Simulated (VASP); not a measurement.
# Sc (I4_1/amd) in VASP: further runs, part 2 of 2

VASP 6.6.1. Earlier steps stand in the parts before.

### Step 4. Single point, PBE (volume scaled by 0.55)

The input, INCAR:

```
SYSTEM = Sc
  ALGO = Normal
  EDIFF = 1E-7
  ENCUT = 520
  GGA = PE
  ISIF = 2
  ISMEAR = -1
  LASPH = .TRUE.
  LCHARG = .FALSE.
  LREAL = .FALSE.
  LWAVE = .FALSE.
  NBANDS = 18
  NELM = 100
  PREC = Accurate
  SIGMA = 0.08
```

The input, KPOINTS:

```
k-points
0
G
  14 14 14
  0 0 0
```

The input, POSCAR:

```
Sc
1.0
   -2.2332106334      2.2332106334      1.3654179664
    2.2332106334     -2.2332106334      1.3654179664
    2.2332106334      2.2332106334     -1.3654179664
Sc
2
Direct
   -0.3750000000     -0.1250000000     -0.2500000000
    0.3750000000      0.1250000000      0.2500000000
```

Potentials or basis: VASP PAW PBE potentials, release 64 (Sc_sv).

Run with:

```sh
$ cat potpaw_PBE.64/Sc_sv/POTCAR > POTCAR
$ mpirun -np 1 vasp_std > vasp.out
```

OUTCAR:

```text
SYSTEM = Sc
   EDIFF = 1E-7
   ENCUT = 520
   GGA = PE
   ISIF = 2
   ISMEAR = -1
   LASPH = .TRUE.
   LREAL = .FALSE.
   NELM = 100
   PREC = Accurate

 ion  position               nearest neighbor table
   1  0.625  0.875  0.750-   2 2.34   2 2.34   2 2.34   2 2.34   2 3.03   2 3.03   2 3.03   2 3.03

   2  0.375  0.125  0.250-   1 2.34   1 2.34   1 2.34   1 2.34   1 3.03   1 3.03   1 3.03   1 3.03

  LATTYP: Found a body centered tetragonal cell.
 ALAT       =     4.4664212668
 C/A-ratio  =     0.6114147703

  Lattice vectors:

 A1 = (  -2.2332106334,   2.2332106334,   1.3654179664)
 A2 = (   2.2332106334,  -2.2332106334,   1.3654179664)
 A3 = (   2.2332106334,   2.2332106334,  -1.3654179664)

Analysis of symmetry for initial positions (statically):
=====================================================================
 Subroutine PRICEL returns:
 Original cell was already a primitive cell.

 Routine SETGRP: Setting up the symmetry group for a
 body centered tetragonal supercell.

 Subroutine GETGRP returns: Found 16 space group operations
 (whereof  4 operations were pure point group operations)
 out of a pool of 16 trial point group operations.

The static configuration has the point symmetry C_2h.
 The point group associated with its full space group is D_4h.

Analysis of symmetry for dynamics (positions and initial velocities):
=====================================================================
 Subroutine PRICEL returns:
 Original cell was already a primitive cell.

 Routine SETGRP: Setting up the symmetry group for a
 body centered tetragonal supercell.

 Subroutine GETGRP returns: Found 16 space group operations
 (whereof  4 operations were pure point group operations)
 out of a pool of 16 trial point group operations.

The dynamic configuration has the point symmetry C_2h.
 The point group associated with its full space group is D_4h.

 Subroutine INISYM returns: Found 16 space group operations
 (whereof  4 operations are pure point group operations),
 and found     1 'primitive' translations

----------------------------------------------------------------------------------------

                                     Primitive cell

  volume of cell :      27.2386

  direct lattice vectors                    reciprocal lattice vectors
    -2.233210633  2.233210633  1.365417966     0.000000000  0.223892898  0.366188239
     2.233210633 -2.233210633  1.365417966     0.223892898  0.000000000  0.366188239
     2.233210633  2.233210633 -1.365417966     0.223892898  0.223892898  0.000000000

  length of vectors
     3.440759464  3.440759464  3.440759464     0.429210736  0.429210736  0.316632373

  position of ions in fractional coordinates (direct lattice)
     0.625000000  0.875000000  0.750000000
     0.375000000  0.125000000  0.250000000

  ion indices of the primitive-cell ions
   primitive index   ion index
                 1           1
                 2           2

----------------------------------------------------------------------------------------

 KPOINTS: k-points

Automatic generation of k-mesh.
 Grid dimensions read from file:
 generate k-points for:   14   14   14

 Generating k-lattice:

  Cartesian coordinates                     Fractional coordinates (reciprocal lattice)
     0.000000000  0.015992350  0.026156303     0.071428571  0.000000000  0.000000000
     0.015992350  0.000000000  0.026156303     0.000000000  0.071428571  0.000000000
     0.015992350  0.015992350  0.000000000     0.000000000  0.000000000  0.071428571

  Length of vectors
     0.030657910  0.030657910  0.022616598

  Shift w.r.t. Gamma in fractional coordinates (k-lattice)
     0.000000000  0.000000000  0.000000000

 Subroutine IBZKPT returns following result:
 ===========================================

 Found    244 irreducible k-points:

 Following reciprocal coordinates:
            Coordinates               Weight
  0.000000  0.000000  0.000000      1.000000
  0.071429  0.000000  0.000000      8.000000
  0.142857 -0.000000  0.000000      8.000000
  0.214286 -0.000000  0.000000      8.000000
  0.285714  0.000000  0.000000      8.000000
  0.357143 -0.000000  0.000000      8.000000
[... 16 lines left out ...]
  0.214286  0.142857  0.000000     16.000000
  0.285714  0.142857 -0.000000     16.000000
 [... further k-points ...]
   k-points           NKPTS =    244   k-points in BZ     NKDIM =    244   number of bands    NBANDS=     18
   number of dos      NEDOS =    301   number of ions     NIONS =      2
   total plane-waves  NPLWV =  21952
   dimension x,y,z NGX =    28 NGY =   28 NGZ =   28
   dimension x,y,z NGXF=    56 NGYF=   56 NGZF=   56
   ions per type =               2
   NGX,Y,Z   is equivalent  to a cutoff of  13.53, 13.53, 13.53 a.u.
   NGXF,Y,Z  is equivalent  to a cutoff of  27.06, 27.06, 27.06 a.u.
 SYSTEM =  Sc
   PREC   = accura    normal or accurate (medium, high low for compatibility)
   ISTART =      0    job   : 0-new  1-cont  2-samecut
   ICHARG =      2    charge: 1-file 2-atom 10-const
   ISPIN  =      1    spin polarized calculation?
   LNONCOLLINEAR =      F non collinear calculations
   LSORBIT =      F    spin-orbit coupling
   LASPH  =      T    aspherical Exc in radial PAW
   ENCUT  =  520.0 eV  38.22 Ry    6.18 a.u.   6.40  6.40  6.40*2*pi/ulx,y,z
   NELM   =    100;   NELMIN=  2; NELMDL= -5     # of ELM steps
   EDIFF  = 0.1E-06   stopping-criterion for ELM
   LREAL  =      F    real-space projection
   EDIFFG = 0.1E-05   stopping-criterion for IOM
   NSW    =      0    number of steps for IOM
   IBRION =     -1    ionic relax: 0-MD 1-quasi-New 2-CG
   NFREE  =      0    steps in history (QN), initial steepest desc. (CG)
   ISIF   =      2    stress and relaxation
   ISYM   =      2    0-nonsym 1-usesym 2-fastsym
   POTIM  = 0.5000    time-step for ionic-motion
   TEBEG  =    0.0;   TEEND  =   0.0 temperature during run
   PSTRESS=    0.0 pullay stress
   NELECT =      22.0000    total number of electrons
   NUPDOWN=      -1.0000    fix difference up-down
   EMIN   =  10.00;   EMAX   =-10.00  energy-range for DOS
   EFERMI =   0.00;   METHOD = LEGACY
   ISMEAR =    -1;   SIGMA  =   0.08  broadening in eV -4-tet -1-fermi 0-gaus
   EFERMI_NEDOS =   21; number of points for ismear=-14 and -15
   IALGO  =     38    algorithm
   IMIX   =      4    mixing-type and parameters
     AMIX     =   0.40;   BMIX     =  1.00
     AMIX_MAG =   1.60;   BMIX_MAG =  1.00
  volume/ion in A,a.u.               =      13.62        91.91
  Fermi-wavevector in a.u.,A,eV,Ry     =   1.524594  2.881064 31.625183  2.324385
  Thomas-Fermi vector in A             =   2.632879
   LORBIT       =      0    0 simple, 1 ext, 2 COOP (PROOUT), +10 PAW based schemes
   GGA     = PE    functional components
   LHFCALC =     F    Hartree Fock is set to
   AEXX    =    0.0000 exact exchange contribution
   IVDW    =     0    specifies the selected vdW correction
   LEPSILON=     F    determine dielectric tensor
   LRPA    =     F    only Hartree local field effects (RPA)
 non-spin polarized calculation
  energy-cutoff  :      520.00
  volume of cell :       27.24
 maximum number of plane-waves:       761
 NGX is ok and might be reduce to    28
   NGX = 13   NGY = 13   NGZ = 13

 number of electron      22.0000005 magnetization

 Free energy of the ion-electron system (eV)
  ---------------------------------------------------
  ext. energy  EPLUGINS =         0.00000000
  ---------------------------------------------------
  free energy    TOTEN  =        -8.68152370 eV

  energy without entropy =       -8.64862166  energy(sigma->0) =       -8.66507268

 E-fermi :   7.7986     XC(G=0): -12.5440

 val. band max:        7.7942047654   @ k =  -0.0714   0.1429   0.0714
 cond. band min:       7.8014501757   @ k =   0.2143   0.0714   0.0000
 fundamental gap:      0.0072454103
 Fermi energy:         7.7986223735

 k-point     1 :       0.0000    0.0000    0.0000
  band No.  band energies     occupation
      1     -41.2522      2.00000
      2     -39.7885      2.00000
      3     -20.6171      2.00000
      4     -20.6171      2.00000
      5     -18.5430      2.00000
      6     -18.4832      2.00000
[... 10 lines left out ...]
     17      11.6085      0.00000
     18      15.4620      0.00000
[... 463 lines left out ...]
 k-point    24 :       0.2857    0.1429   -0.0000
  band No.  band energies     occupation
      1     -40.7584      2.00000
      2     -39.9745      2.00000
      3     -20.6214      2.00000
      4     -20.3431      2.00000
      5     -19.6663      2.00000
      6     -19.3592      2.00000
[... 10 lines left out ...]
     17      13.6395      0.00000
     18      14.5244      0.00000

 [... further k-points ...]
[... 5 lines left out ...]
  --------------------------------------------------------------------------------------
  -------------------------------------------------------------------------------------
  Total       11.3043506     11.3043506     11.1383733      0.0000000      0.0000000      0.0000000
  in kB      664.9227952    664.9227952    655.1599983      0.0000000      0.0000000      0.0000000
  external PRESSURE =     661.6685296 kB  Pullay stress =       0.0000000 kB

 VOLUME and BASIS-vectors are now :
 -----------------------------------------------------------------------------
  energy-cutoff  :      520.00
  volume of cell :       27.24
      direct lattice vectors                 reciprocal lattice vectors
    -2.233210633  2.233210633  1.365417966     0.000000000  0.223892898  0.366188239
     2.233210633 -2.233210633  1.365417966     0.223892898  0.000000000  0.366188239
     2.233210633  2.233210633 -1.365417966     0.223892898  0.223892898  0.000000000

 POSITION                                       TOTAL-FORCE (eV/Angst)
 -----------------------------------------------------------------------------------
      2.23321      1.11661      1.02406        -0.000000      0.000000     -0.000000
      0.00000      1.11661      0.34135         0.000000     -0.000000      0.000000
 -----------------------------------------------------------------------------------
    total drift:                                0.000000      0.000000     -0.000000

  FREE ENERGIE OF THE ION-ELECTRON SYSTEM (eV)
  ---------------------------------------------------
  free  energy   TOTEN  =        -8.6815236951 eV

  energy  without entropy=       -8.6486216559  energy(sigma->0) =       -8.66507268
```

Run time: 62 s. Hardware: 1 thread of Intel Xeon 6975P-C (Granite Rapids), shared host; peak memory 0.23 GiB.

Results:

| Item | Value |
| --- | --- |
| Free energy | -8.6815 eV |
| Pressure | 66.2 GPa |
| Band gap on the k mesh | zero (band 11 reaches 9.39 eV, above the bottom of band 12 at 6.60 eV) |
